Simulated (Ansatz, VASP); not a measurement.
**CuI: VASP beside Ansatz**

Contents of POSCAR:

```
CuI
1.0
    0.0000000000      3.0120291186      3.0120291186
    2.9969689730      0.0000000000      3.0120291186
    2.9969689730      3.0120291186      0.0000000000
Cu I
1 1
Direct
    0.0000000000      0.0000000000      0.0000000000
    0.2500000000      0.2500000000      0.2500000000
```

Contents of INCAR.step1:

```
SYSTEM = CuI
PREC = Accurate
ENCUT = 520
ISMEAR = 0
SIGMA = 0.01
LREAL = .FALSE.
LASPH = .TRUE.
NELM = 100
NBANDS = 16
GGA = PE
ALGO = Normal
EDIFF = 1E-4
LWAVE = .TRUE.
LCHARG = .FALSE.
```

File INCAR.step2:

```
SYSTEM = CuI
PREC = Accurate
ENCUT = 520
EDIFF = 1E-6
ISMEAR = 0
SIGMA = 0.01
LREAL = .FALSE.
LASPH = .TRUE.
NELM = 100
ALGO = Normal
ISIF = 2
LWAVE = .FALSE.
LCHARG = .FALSE.
METAGGA = R2SCAN
LMIXTAU = .TRUE.
NBANDS = 16
ISTART = 1
```

KPOINTS

```
Automatic mesh
0
G
  8 8 8
  0 0 0
```

Input for Ansatz:

```yaml
crystal:
  lattice:
    - [0.0, 3.0120291186, 3.0120291186]
    - [2.996968973, 0.0, 3.0120291186]
    - [2.996968973, 3.0120291186, 0.0]
  atoms:
    - { symbol: Cu, position: [0.0, 0.0, 0.0] }
    - { symbol: I, position: [0.25, 0.25, 0.25] }
kpoints:
  mp_grid: { grid: [8, 8, 8] }
  band_path:
    path:
      - [0.0, 0.0, 0.0]
      - [-0.5, -0.5, 0.0]
      - [-0.375, -0.375, 0.25]
      - [-0.375, 0.0, 0.375]
      - [0.0, 0.0, 0.5]
      - [-0.5, -0.25, 0.25]
    npoints: 1
hamiltonian:
  xc: r2scan
scf:
  occupations: { method: fixed }
  n_extra_bands: 4
output:
  forces: true
  stress: true
  eigenvalues: true
```

Change from the starting cell: uniaxial_x strain -0.5%.

Alike in both runs: task single point; functional r2SCAN; k mesh 8 × 8 × 8; no spin polarisation.

```csv
,VASP,Ansatz
version,VASP 6.6.1,Ansatz 0.2.0
potentials or method,"VASP PAW PBE potentials, release 64 (Cu, I)","plane waves, PAW"
plane-wave cutoff (eV),520,500
occupations,"gaussian, width 0.01 eV",fixed
valence electrons in the cell,18,36
```

```tsv
	VASP	Ansatz	Ansatz less VASP
gap on the k mesh at the Fermi level (eV)	1.68	1.68	-0.005
pressure (GPa)	0.2	0.2	+0.04
traceless stress, the component that is largest in VASP (GPa)	0.06	0.06	+0.002
```

VASP's potentials were made for PBE, not for r2SCAN. VASP's potentials hold 18 valence electrons a cell and Ansatz's 36, so a difference there can come from the potentials and not from the codes.

Neither program's run includes spin-orbit coupling.
